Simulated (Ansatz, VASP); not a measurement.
**SiO2 in VASP and in Ansatz**

```xyz
12
Lattice="5.0993 0.0000 0.0000 -2.5497 4.4161 0.0000 0.0000 0.0000 8.6286" Properties=species:S:1:pos:R:3 pbc="T T T"
Si    2.5497    1.4720    8.0867
Si    2.5497    1.4720    4.8561
Si    0.0000    2.9441    0.5418
Si    0.0000    2.9441    3.7724
O    -1.0642    1.8432    0.0000
O     1.0642    1.8432    4.3143
O     2.9710    0.0000    4.3143
O     1.4855    2.5729    0.0000
O    -1.4855    2.5729    4.3143
O     2.5497    1.4720    6.4714
O     0.0000    2.9441    2.1571
O     2.1283    0.0000    0.0000
```

Alike in both runs: functional PBE; k mesh 6 × 6 × 4; occupations gaussian, width 0.02 eV; no spin polarisation.

Ansatz relaxed the structure, and its values are those at the end. VASP's run is a single point on that final structure, the one shown.

|  | VASP | Ansatz |
| --- | --- | --- |
| version | VASP 6.6.1 | Ansatz 0.2.0 |
| potentials or method | VASP PAW PBE potentials, release 64 (Si, O), cutoff 520 eV | scalar-relativistic, plane waves, PAW |
| valence electrons in the cell | 64 | 64 |

```csv
,VASP,Ansatz,Ansatz less VASP
gap on the k mesh at the Fermi level (eV),5.46,5.46,0.000
least direct gap on the mesh (eV),5.51,5.51,+0.001
pressure (GPa),0.1,0.0,-0.06
rms of the force components (eV/Å),0.004,0.001,-0.0031
```

With one functional, cell and mesh, what is left measures potentials, basis and numerics.
